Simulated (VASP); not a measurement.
Write the native input for VASP 6.6.1 that does the following.

```
Task                   : single point
Functional             : PBE
Potentials or basis    : VASP PAW PBE potentials, release 64 (Ga_d, N)
Cutoff                 : 520 eV
k mesh                 : 8 × 8 × 3
Occupations            : gaussian, width 0.05 eV
Spin                   : no spin polarisation
Dipole correction      : no
Further INCAR settings : ALGO = Normal; EDIFF = 1e-06; NBANDS = 46
```

The structure of GaN lies in POSCAR:

```
GaN
1.0
   -2.2742384928     -2.2742384928      0.0000000000
    2.2742384928     -2.2742384928      0.0000000000
    0.0000000000      0.0000000000      8.9469539710
Ga N
4 4
Direct
    0.5000000000      0.5000000000      0.1906435280
    0.0000000000      0.0000000000      0.4448348986
    0.5000000000      0.5000000000      0.6990262692
    0.0000000000      0.0000000000      0.9532176398
    0.5000000000      0.0000000000      0.3177392133
    0.0000000000      0.5000000000      0.5719305839
    0.5000000000      0.0000000000      0.8261219545
    0.0000000000      0.5000000000      0.0635478427
```

This cell differs from its parent crystal: the distance across one plane changed.

These files were run (other wordings do the same):

INCAR

```
SYSTEM = GaN
PREC = Accurate
ENCUT = 520
EDIFF = 1E-6
ISMEAR = 0
SIGMA = 0.05
LREAL = .False.
LASPH = .True.
NELM = 60
ALGO = Normal
ISIF = 2
LWAVE = .False.
LCHARG = .False.
GGA = PE
NBANDS = 46
```

KPOINTS

```
regular mesh
0
Gamma
  8 8 3
  0 0 0
```

Potentials or basis: VASP PAW PBE potentials, release 64 (Ga_d, N).

Launch:

```console
$ cat potpaw_PBE.64/Ga_d/POTCAR potpaw_PBE.64/N/POTCAR > POTCAR
$ mpirun -np 1 vasp_std > vasp.out
```

It gave:

| Quantity | Value |
| --- | --- |
| Pressure | 3.3 GPa |
| Largest force | 1.761 eV/Å |
| Band gap on the k mesh | 1.59 eV |

Caveat: the cell differs from its parent crystal (the distance across one plane changed); the cell stands under pressure; forces of over 1 eV/Å act on the atoms, so gaps and moduli don't describe the material at rest.

It took 5.9 min on 1 thread of Intel Xeon 8259CL, on a shared host, peak memory 0.29 GiB.
